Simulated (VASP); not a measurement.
Rh: single point with PBE

Crystal: Rh.

```
Rh
1.0
     2.69579    0.00000    0.00000
    -1.34790    2.33462    0.00000
     0.00000    0.00000    4.74891
Rh
2
Direct
  0.66667 0.33333 0.75000
  0.33333 0.66667 0.25000
```

This isn't the form of Rh at room conditions, which is fcc.

```yaml
Program: VASP 6.6.1
Task: single point
Functional: PBE
Potentials_or_basis: VASP PAW PBE potentials, release 64 (Rh_pv)
Cutoff: 520 eV
k_mesh: 21 × 21 × 12
Occupations: gaussian, width 0.15 eV
Spin: no spin polarisation
```

The pressure is -11.0 GPa and the band gap on the k mesh is zero (bands 15 and 16 overlap by 2.28 eV).

Stress tensor (GPa, compression positive):
```
 -5.06   0.00   0.00
  0.00  -5.06   0.00
  0.00   0.00 -22.90
```

Levels at points of the mesh, in eV from the Fermi level:
| k point | band 12 | band 13 | band 14 | band 15 | band 16 | band 17 | band 18 | band 19 |
| --- | --- | --- | --- | --- | --- | --- | --- | --- |
| (0.00, 0.00, 0.00) | -2.29 | -2.29 | -1.10 | -1.10 | 0.17 | 0.23 | 0.23 | 6.73 |
| (0.00, 0.00, 0.50) | -2.60 | -2.60 | -2.60 | -0.26 | -0.26 | -0.26 | -0.26 | 12.95 |

It took 4.6 min on 1 thread of Intel Xeon 8259CL (shared host), peak memory 0.28 GiB.

Caveat: the cell stands under tension.
